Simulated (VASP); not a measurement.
Be:

```
Be
1.0
     2.28660    0.00000    0.00000
    -1.14330    1.98025    0.00000
     0.00000    0.00000    3.58330
Be
2
Direct
  0.33333 0.66667 0.25000
  0.66667 0.33333 0.75000
```

| Item | Value |
| --- | --- |
| Program | VASP 6.6.1 |
| Task | relaxation of cell and atoms |
| Functional | PBEsol |
| Potentials or basis | VASP PAW PBE potentials, release 64 (Be) |
| Cutoff | 600 eV |
| k mesh | 16 × 16 × 9 |
| Occupations | fermi-dirac, width 0.1 eV |
| Spin | no spin polarisation |

At the start: pressure -3.7 GPa; volume 8.11 Å³/atom.

Task: How do energy, volume and symmetry change on relaxing?

Result: Over 5 steps the energy falls by 3.0 meV/atom and the volume is 7.86 Å³/atom (-3.1 %); space group P6_3/mmc (No. 194, to 0.1 Å) before and after.

Step by step:
```tsv
step	energy change (eV)	largest force (eV/Å)	pressure (GPa)	volume (Å³)
1	0.0000	0.0000	-3.66	16.23
2	-0.0058	0.0000	-0.53	15.79
3	-0.0059	0.0000	0.01	15.72
4	-0.0059	0.0000	0.09	15.71
5	-0.0060	0.0000	0.07	15.71
```

Final structure:
```xyz
2
Lattice="2.2599 0.0000 0.0000 -1.1299 1.9571 0.0000 0.0000 0.0000 3.5531" Properties=species:S:1:pos:R:3 pbc="T T T"
Be    0.0000    1.3047    0.8883
Be    1.1299    0.6524    2.6648
```

Caveat: the PAW data sets were made with another functional, which shifts forces and pressure a little.
